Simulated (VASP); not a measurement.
Wanted: the native input for a VASP 6.6.1 run.

```
Task                   : relaxation of cell and atoms
Functional             : PBE
Potentials or basis    : VASP PAW PBE potentials, release 64 (Mn_pv, S)
Cutoff                 : 600 eV
k mesh                 : 11 × 11 × 11
Occupations            : fermi-dirac, width 0.1 eV
Spin                   : collinear spin, ferromagnetic start
Starting moments       : [2.8, 0.0] μB
Hubbard terms          : Mn d U = 4.4 eV, J = 0.9 eV
Dipole correction      : no
LDAUTYPE               : 1
Hund's J               : 0.9
Further INCAR settings : ALGO = Normal; EDIFF = 1e-07; IBRION = 2; EDIFFG = -0.01; NSW = 80; ISIF = 3
```

The structure of MnS lies in POSCAR:

```
MnS
1.0
    0.0000000000      2.6045000000      2.6045000000
    2.6045000000      0.0000000000      2.6045000000
    2.6045000000      2.6045000000      0.0000000000
Mn S
1 1
Direct
    0.0000000000      0.0000000000      0.0000000000
    0.5000000000      0.5000000000      0.5000000000
```

These files were run (other wordings do the same):

INCAR

```
SYSTEM = MnS
PREC = Accurate ; ENCUT = 600
EDIFF = 1E-7 ; ISMEAR = -1
SIGMA = 0.1 ; LREAL = .FALSE.
LASPH = .TRUE. ; NELM = 150
ALGO = Normal ; ISIF = 3
LWAVE = .FALSE. ; LCHARG = .FALSE.
ISPIN = 2 ; MAGMOM = 2.8 0
LORBIT = 11 ; LMAXMIX = 4
LDAU = .TRUE. ; LDAUTYPE = 1
LDAUL = 2 -1 ; LDAUU = 4.4 0
LDAUJ = 0.9 0 ; LDAUPRINT = 1
GGA = PE ; IBRION = 2
NSW = 80 ; EDIFFG = -0.01
```

KPOINTS

```
regular mesh
0
G
  11 11 11
  0 0 0
```

Potentials or basis: VASP PAW PBE potentials, release 64 (Mn_pv, S).

Command:

```bash
$ cat potpaw_PBE.64/Mn_pv/POTCAR potpaw_PBE.64/S/POTCAR > POTCAR
$ mpirun -np 1 vasp_std > vasp.out
```

Results of the run:

```json
{"Relaxed volume": "18.48 Å³/atom", "Relaxed cell": "a = 3.739 Å, b = 3.739 Å, c = 3.739 Å, α = 60.00°, β = 60.00°, γ = 60.00°", "Space group after relaxing (to 0.1 Å)": "Fm-3m (No. 225)", "Energy gained by relaxing": "9.4 meV/atom", "Ionic steps": "3", "Pressure after relaxing": "0.0 GPa", "Band gap on the k mesh": "0.72 eV (least direct gap 2.53 eV)", "Net moment": "5.00 μB per cell", "Site moments": "Mn +4.59; S +0.08 μB", "Valence electrons inside the program's atomic spheres": "Mn 11.25; S 3.76"}
```

Caveat: semilocal functionals underestimate gaps, and a narrow one can read as zero; an odd mesh through Γ misses points on the zone boundary, where band edges can lie; a cell with one magnetic atom can't hold antiferromagnetic order, which such compounds often take.

It took 82 s on 1 thread of Intel(R) Xeon(R) 6975P-C (Granite Rapids) (shared host), peak memory 0.22 GiB.
